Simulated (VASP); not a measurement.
# Bi (Fd-3m) in VASP: notebook, part 2 of 2

VASP 6.6.1.

## 4. Single point, r2SCAN

This run uses another cell than the first one, of 50.49 Å³/atom.

POSCAR

```
Bi
1.0
    0.0000000000      3.6959326486      3.6959326486
    3.6959326486      0.0000000000      3.6959326486
    3.6959326486      3.6959326486      0.0000000000
Bi
2
Direct
    0.0000000000      0.0000000000      0.0000000000
    0.2500000000      0.2500000000      0.2500000000
```

INCAR.step1

```
PREC = Accurate
ENCUT = 520
ISMEAR = -1
SIGMA = 0.1
LREAL = False
LASPH = True
NELM = 60
NBANDS = 22
GGA = PE
ALGO = Normal
EDIFF = 1E-4
LWAVE = True
LCHARG = False
```

INCAR.step2

```
PREC = Accurate
ENCUT = 520
EDIFF = 1E-6
ISMEAR = -1
SIGMA = 0.1
LREAL = False
LASPH = True
NELM = 60
ALGO = Normal
ISIF = 2
LWAVE = False
LCHARG = False
METAGGA = R2SCAN
LMIXTAU = True
NBANDS = 22
ISTART = 1
```

KPOINTS

```
Automatic mesh
0
Gamma
  8 8 8
```

Potentials or basis: VASP PAW PBE potentials, release 64 (Bi_d).

Command:

```bash
> cat potpaw_PBE.64/Bi_d/POTCAR > POTCAR
> cp INCAR.step1 INCAR
> mpirun -np 1 vasp_std > vasp.out
> cp INCAR.step2 INCAR
> mpirun -np 1 vasp_std > vasp.out
```

OUTCAR:

```text
PREC = Accurate
   ENCUT = 520
   EDIFF = 1E-6
   ISMEAR = -1
   LREAL = False
   LASPH = True
   NELM = 60
   ISIF = 2
   METAGGA = R2SCAN
   ISTART = 1

 ion  position               nearest neighbor table
   1  0.000  0.000  0.000-   2 3.20   2 3.20   2 3.20   2 3.20
   2  0.250  0.250  0.250-   1 3.20   1 3.20   1 3.20   1 3.20

  LATTYP: Found a face centered cubic cell.
 ALAT       =     7.3918652972

  Lattice vectors:

 A1 = (   0.0000000000,   3.6959326486,   3.6959326486)
 A2 = (   3.6959326486,   0.0000000000,   3.6959326486)
 A3 = (   3.6959326486,   3.6959326486,   0.0000000000)

Analysis of symmetry for initial positions (statically):
=====================================================================
 Subroutine PRICEL returns:
 Original cell was already a primitive cell.

 Routine SETGRP: Setting up the symmetry group for a
 face centered cubic supercell.

 Subroutine GETGRP returns: Found 48 space group operations
[... 160 lines left out ...]
  ext. energy  EPLUGINS =         0.00000000
  ---------------------------------------------------
  free energy    TOTEN  =      -116.48959370 eV

  energy without entropy =     -116.45428559  energy(sigma->0) =     -116.47193964

 E-fermi :   3.0694     XC(G=0):  -8.2742

 val. band max:        2.9140880518   @ k =  -0.3750   0.3750   0.1250
 cond. band min:       3.0722354083   @ k =   0.2500   0.2500   0.0000
 fundamental gap:      0.1581473565
 Fermi energy:         3.0693817103

 k-point     1 :       0.0000    0.0000    0.0000
  band No.  band energies     occupation
      1     -20.3789      2.00000
      2     -20.3789      2.00000
      3     -20.3789      2.00000
      4     -20.3406      2.00000
      5     -20.3406      2.00000
      6     -20.1888      2.00000
[... 589 lines left out ...]
     21      10.4783      0.00000
     22      10.8056      0.00000

 [... further k-points ...]

------------------------ aborting loop because EDIFF is reached ----------------------------------------

  FORCE on cell =-STRESS in cart. coord.  units (eV):
  Direction    XX          YY          ZZ          XY          YZ          ZX
  --------------------------------------------------------------------------------------
  -------------------------------------------------------------------------------------
  Total       -1.1246068     -1.1246068     -1.1246068     -0.0000000     -0.0000000     -0.0000000
  in kB      -17.8446964    -17.8446964    -17.8446964     -0.0000000     -0.0000000     -0.0000000
  external PRESSURE =     -17.8446964 kB  Pullay stress =       0.0000000 kB

 VOLUME and BASIS-vectors are now :
 -----------------------------------------------------------------------------
  energy-cutoff  :      520.00
  volume of cell :      100.97
      direct lattice vectors                 reciprocal lattice vectors
     0.000000000  3.695932649  3.695932649    -0.135283851  0.135283851  0.135283851
     3.695932649  0.000000000  3.695932649     0.135283851 -0.135283851  0.135283851
     3.695932649  3.695932649  0.000000000     0.135283851  0.135283851 -0.135283851

 POSITION                                       TOTAL-FORCE (eV/Angst)
 -----------------------------------------------------------------------------------
      0.00000      0.00000      0.00000         0.000000      0.000000      0.000000
      1.84797      1.84797      1.84797        -0.000000     -0.000000     -0.000000
 -----------------------------------------------------------------------------------
    total drift:                               -0.000000     -0.000000      0.000000

  FREE ENERGIE OF THE ION-ELECTRON SYSTEM (eV)
  ---------------------------------------------------
  free  energy   TOTEN  =      -116.4895936981 eV

  energy  without entropy=     -116.4542855912  energy(sigma->0) =     -116.47193964
```

OSZICAR.step1:

```text
N       E                     dE             d eps       ncg     rms          rms(c)
DAV:   1     0.293218619458E+03    0.29322E+03   -0.15389E+04  1276   0.143E+03
DAV:   2     0.169936852727E+02   -0.27622E+03   -0.26969E+03  1300   0.400E+02
DAV:   3    -0.652618970471E+01   -0.23520E+02   -0.23248E+02  1570   0.138E+02
DAV:   4    -0.734921162549E+01   -0.82302E+00   -0.82047E+00  1452   0.285E+01
DAV:   5    -0.739662980340E+01   -0.47418E-01   -0.47417E-01  1966   0.607E+00    0.106E+00
DAV:   6    -0.738873999996E+01    0.78898E-02   -0.13137E-02  1462   0.116E+00    0.648E-01
DAV:   7    -0.738487193587E+01    0.38681E-02   -0.17503E-02  1446   0.111E+00    0.107E-01
DAV:   8    -0.738541876540E+01   -0.54683E-03   -0.13653E-03  1372   0.323E-01    0.362E-02
DAV:   9    -0.738561484735E+01   -0.19608E-03   -0.25021E-04  1110   0.788E-02    0.173E-02
DAV:  10    -0.738562174200E+01   -0.68946E-05   -0.14585E-05   902   0.413E-02
   1 F= -.73856217E+01 E0= -.73666953E+01  d E =-.378529E-01
```

Wall time 3.1 min (1 thread of Intel Xeon Platinum 8259CL at 2.50GHz (Skylake/Cascade Lake), shared host); peak memory 0.27 GiB.

What came out:

* Free energy: -116.4896 eV
* Pressure: -1.8 GPa
* Band gap on the k mesh: zero (bands 15 and 16 overlap by 0.91 eV)

Caveat: the PAW data sets were made with another functional, which shifts forces and pressure a little; spin-orbit coupling is left out, which moves the levels of the heavy elements.

## 5. Single point, r2SCAN

This run uses another cell than the first one, of 50.49 Å³/atom.

POSCAR is that of step 4.

INCAR.step1

```
SYSTEM = Bi
  ALGO = Normal
  EDIFF = 1E-4
  ENCUT = 520
  GGA = PE
  ISMEAR = -1
  LASPH = .True.
  LCHARG = .False.
  LREAL = .False.
  LWAVE = .True.
  NBANDS = 22
  NELM = 60
  PREC = Accurate
  SIGMA = 0.1
```

INCAR.step2

```
SYSTEM = Bi
  ALGO = Normal
  EDIFF = 1E-7
  ENCUT = 520
  ISIF = 2
  ISMEAR = -1
  ISTART = 1
  LASPH = .True.
  LCHARG = .False.
  LMIXTAU = .True.
  LREAL = .False.
  LWAVE = .False.
  METAGGA = R2SCAN
  NBANDS = 22
  NELM = 60
  PREC = Accurate
  SIGMA = 0.1
```

KPOINTS

```
k-points
0
Gamma
  8 8 8
  0 0 0
```

Command:

```bash
> cat potpaw_PBE.64/Bi_d/POTCAR > POTCAR
> cp INCAR.step1 INCAR
> mpirun -np 1 vasp_std > vasp.out
> cp INCAR.step2 INCAR
> mpirun -np 1 vasp_std > vasp.out
```

Wall time 3.3 min (1 thread of Intel Xeon Platinum 8259CL at 2.50GHz (Skylake/Cascade Lake), shared host); peak memory 0.27 GiB.

It converged, with:

* Free energy: -116.4896 eV
* Pressure: -1.8 GPa
* Band gap on the k mesh: zero (bands 15 and 16 overlap by 0.91 eV)

Levels at points of the mesh, in eV from the Fermi level:
| k point | band 11 | band 12 | band 13 | band 14 | band 15 | band 16 | band 17 | band 18 | band 19 | band 20 |
| --- | --- | --- | --- | --- | --- | --- | --- | --- | --- | --- |
| (0.00, 0.00, 0.00) | -12.75 | -8.20 | -1.38 | -1.38 | -1.38 | 0.91 | 0.91 | 0.91 | 3.55 | 7.25 |
| (0.50, 0.00, 0.00) | -11.87 | -9.83 | -2.35 | -2.13 | -2.13 | 1.96 | 1.96 | 3.71 | 5.38 | 6.41 |
| (0.50, 0.50, 0.00) | -10.93 | -10.93 | -2.93 | -2.93 | -0.35 | -0.35 | 4.25 | 4.25 | 6.12 | 6.12 |

Caveat: the PAW data sets were made with another functional, which shifts forces and pressure a little; spin-orbit coupling is left out, which moves the levels of the heavy elements.
